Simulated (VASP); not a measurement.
# Ba2SnF6 (Fm-3m) in VASP: notebook, part 2 of 2

VASP 6.6.1. Earlier steps stand in the parts before.

### Step 6. Relaxation of cell and atoms, PBE

The input, INCAR:

```
SYSTEM = Ba2SnF6
PREC     = Accurate       ! precision mode
ENCUT    = 600            ! plane-wave cutoff, eV
EDIFF    = 1E-6           ! SCF threshold, eV
ISMEAR   = 0              ! smearing method
SIGMA    = 0.02           ! smearing width, eV
LREAL    = .False.        ! projectors in reciprocal space
LASPH    = .True.         ! aspherical terms in the spheres
NELM     = 100            ! most SCF steps
ALGO     = Normal         ! electronic algorithm
ISIF     = 3              ! what is computed and relaxed
LWAVE    = .False.        ! write WAVECAR
LCHARG   = .False.        ! write CHGCAR
GGA      = PE             ! functional
IBRION   = 2              ! ionic algorithm
NSW      = 100            ! ionic steps
EDIFFG   = -0.01          ! ionic threshold
```

The input, KPOINTS:

```
regular mesh
0
Gamma
  6 6 6
  0 0 0
```

The input, POSCAR:

```
Ba2SnF6
1.0
    0.0000000000      4.3562812142      4.3562812142
    4.3562812142      0.0000000000      4.3562812142
    4.3562812142      4.3562812142      0.0000000000
Ba Sn F
2 1 6
Direct
    0.2500000000      0.2500000000      0.2500000000
    0.7500000000      0.7500000000      0.7500000000
    0.5000000000      0.5000000000      0.5000000000
    0.2386568932      0.7613431068      0.7613431068
    0.7613431068      0.2386568932      0.2386568932
    0.7613431068      0.2386568932      0.7613431068
    0.2386568932      0.7613431068      0.2386568932
    0.7613431068      0.7613431068      0.2386568932
    0.2386568932      0.2386568932      0.7613431068
```

Potentials or basis: VASP PAW PBE potentials, release 64 (Ba_sv, Sn_d, F).

Started as:

```bash
> cat potpaw_PBE.64/Ba_sv/POTCAR potpaw_PBE.64/Sn_d/POTCAR potpaw_PBE.64/F/POTCAR > POTCAR
> mpirun -np 1 vasp_std > vasp.out
```

OUTCAR:

```text
SYSTEM = Ba2SnF6
   PREC = Accurate
   ENCUT = 600
   EDIFF = 1E-6
   ISMEAR = 0
   LREAL = .False.
   LASPH = .True.
   NELM = 100
   ISIF = 3
   GGA = PE
   IBRION = 2
   NSW = 100
   EDIFFG = -0.01

 ion  position               nearest neighbor table
   1  0.250  0.250  0.250-   5 3.08   6 3.08   8 3.08   4 3.08   7 3.08   8 3.08   4 3.08   6 3.08
                             9 3.08   5 3.08   7 3.08   9 3.08   3 3.77   3 3.77   3 3.77   3 3.77
   2  0.750  0.750  0.750-   4 3.08   6 3.08   8 3.08   5 3.08   7 3.08   8 3.08   5 3.08   6 3.08
[... 1036 lines left out ...]
  external PRESSURE =      -0.0855971 kB  Pullay stress =       0.0000000 kB

 VOLUME and BASIS-vectors are now :
 -----------------------------------------------------------------------------
  energy-cutoff  :      600.00
  volume of cell :      165.65
      direct lattice vectors                 reciprocal lattice vectors
    -0.000000000  4.359016958  4.359016958    -0.114704761  0.114704761  0.114704761
     4.359016958  0.000000000  4.359016958     0.114704761 -0.114704761  0.114704761
     4.359016958  4.359016958 -0.000000000     0.114704761  0.114704761 -0.114704761

 POSITION                                       TOTAL-FORCE (eV/Angst)
 -----------------------------------------------------------------------------------
      2.17951      2.17951      2.17951         0.000000      0.000000     -0.000000
      6.53853      6.53853      6.53853         0.000000      0.000000     -0.000000
      4.35902      4.35902      4.35902         0.000000      0.000000     -0.000000
      6.63799      4.35902      4.35902        -0.006992      0.000000     -0.000000
      2.08005      4.35902      4.35902         0.006992      0.000000     -0.000000
      4.35902      6.63799      4.35902         0.000000     -0.006992     -0.000000
      4.35902      2.08005      4.35902         0.000000      0.006992     -0.000000
      4.35902      4.35902      6.63799         0.000000      0.000000     -0.006992
      4.35902      4.35902      2.08005         0.000000      0.000000      0.006992
 -----------------------------------------------------------------------------------
    total drift:                                0.000000      0.000000      0.000000

  FREE ENERGIE OF THE ION-ELECTRON SYSTEM (eV)
  ---------------------------------------------------
  free  energy   TOTEN  =       -45.3413620997 eV

  energy  without entropy=      -45.3413620997  energy(sigma->0) =      -45.34136210

 reached required accuracy - stopping structural energy minimisation
```

Run time: 5.6 min. Hardware: 1 thread of Intel Xeon 6975P-C, shared host; peak memory 0.43 GiB.

Results:

```yaml
Free_energy: -45.3414 eV
Relaxed_volume: 18.41 Å³/atom
Relaxed_cell: a = 6.165 Å, b = 6.165 Å, c = 6.165 Å, α = 60.00°, β = 60.00°, γ = 60.00°
Space_group_after_relaxing_to_0.05_Å: Fm-3m (No. 225)
Energy_gained_by_relaxing: 0.0 meV/atom
Ionic_steps: 2
Pressure_after_relaxing: 0.0 GPa
Largest_force_after_relaxing: 0.007 eV/Å
Band_gap_on_the_k_mesh: 2.30 eV, indirect (least direct gap 2.92 eV)
```

Forces in eV/Å, atoms in the order of the input:
```
Ba   0.000  0.000  0.000
Ba   0.000  0.000  0.000
Sn   0.000  0.000  0.000
F   -0.007  0.000  0.000
F    0.007  0.000  0.000
F    0.000 -0.007  0.000
F    0.000  0.007  0.000
F    0.000  0.000 -0.007
F    0.000  0.000  0.007
```

Step by step:
```csv
step,energy change (eV),largest force (eV/Å),pressure (GPa),volume (Å³)
1,0.0000,0.0119,0.11,165.34
2,-0.0001,0.0070,-0.01,165.65
```

Final structure:
```
CELL_PARAMETERS angstrom
0.00000 4.35902 4.35902
4.35902 0.00000 4.35902
4.35902 4.35902 0.00000
ATOMIC_POSITIONS crystal
Ba 0.25000 0.25000 0.25000
Ba 0.75000 0.75000 0.75000
Sn 0.50000 0.50000 0.50000
F 0.23859 0.76141 0.76141
F 0.76141 0.23859 0.23859
F 0.76141 0.23859 0.76141
F 0.23859 0.76141 0.23859
F 0.76141 0.76141 0.23859
F 0.23859 0.23859 0.76141
```

Caveat: spin-orbit coupling is left out, which moves the levels of the heavy elements. PBE gaps usually lie below the measured ones, often by a third to a half.

### Step 7. Summary

```csv
task,cell,k mesh,cutoff (eV),smearing,gap on the mesh (eV),pressure (GPa),relaxed volume (Å³/atom),largest force (eV/Å)
single point,"a = 6.161 Å, angles 60.0°, 9 atoms",4 × 4 × 4,520,gaussian 0.1 eV,2.28,0.2,-,0.01
single point,"a = 6.591 Å, angles 60.0°, 9 atoms",4 × 4 × 4,520,gaussian 0.1 eV,2.36,-9.3,-,3.11
single point,"a = 6.158 Å, angles 60.0°, 9 atoms",6 × 6 × 6,520,gaussian 0.02 eV,2.29,0.2,-,0.01
relaxation of cell and atoms,"relaxed from a = 6.591 Å, angles 60.0°, 9 atoms",4 × 4 × 4,600,gaussian 0.1 eV,2.30,0.0,18.38,-
relaxation of cell and atoms,"relaxed from a = 6.161 Å, angles 60.0°, 9 atoms",6 × 6 × 6,600,gaussian 0.02 eV,2.30,0.0,18.41,0.01
```

Alike in all rows: level PBE; potentials or basis VASP PAW PBE potentials, release 64 (Ba_sv, Sn_d, F); no spin polarisation.

Caveats: spin-orbit coupling is left out, which moves the levels of the heavy elements; forces of over 1 eV/Å act on the atoms, so gaps and moduli don't describe the material at rest (some runs); the volume moved by over 15 % at a fixed basis, so the end points are rough (some runs).

Absolute energies hang on the potentials; compare differences alone.
